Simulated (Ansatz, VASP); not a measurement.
**ZnS: VASP beside Ansatz**

```
Zn S
1.0
     3.75215    0.00000    0.00000
    -1.87608    3.24946    0.00000
     0.00000    0.00000   18.90373
Zn S
6 6
Direct
  0.00000 0.00000 0.00003
  0.00000 0.00000 0.50003
  0.33333 0.66667 0.15186
  0.66667 0.33333 0.65186
  0.66667 0.33333 0.33328
  0.33333 0.66667 0.83328
  0.00000 0.00000 0.12511
  0.00000 0.00000 0.62511
  0.33333 0.66667 0.29164
  0.66667 0.33333 0.79164
  0.66667 0.33333 0.45813
  0.33333 0.66667 0.95813
```

Alike in both runs: task single point; functional PBEsol; k mesh 9 × 9 × 2; occupations gaussian, width 0.05 eV; no spin polarisation.

|  | VASP | Ansatz |
| --- | --- | --- |
| version | VASP 6.6.1 | Ansatz 0.2.0 |
| potentials or method | VASP PAW PBE potentials, release 64 (Zn, S), cutoff 520 eV | scalar-relativistic, plane waves, PAW |
| valence electrons in the cell | 108 | 108 |

Ansatz gave:

* gap on the k mesh at the Fermi level (eV): 1.80
* least direct gap on the mesh (eV): 1.80
* pressure (GPa): 1.1
* traceless stress, the component that is largest in VASP (GPa): -3.98
* rms of the force components (eV/Å): 0.410

Problem. What did VASP give for the same quantities?

Solution. gap on the k mesh at the Fermi level (eV): 1.80; least direct gap on the mesh (eV): 1.80; pressure (GPa): 1.4; traceless stress, the component that is largest in VASP (GPa): -4.02; rms of the force components (eV/Å): 0.413.

VASP's potentials were made for PBE, not for PBEsol. Atom by atom the forces differ by 0.004 eV/Å (rms over components). With one functional, cell and mesh, what is left measures potentials, basis and numerics.
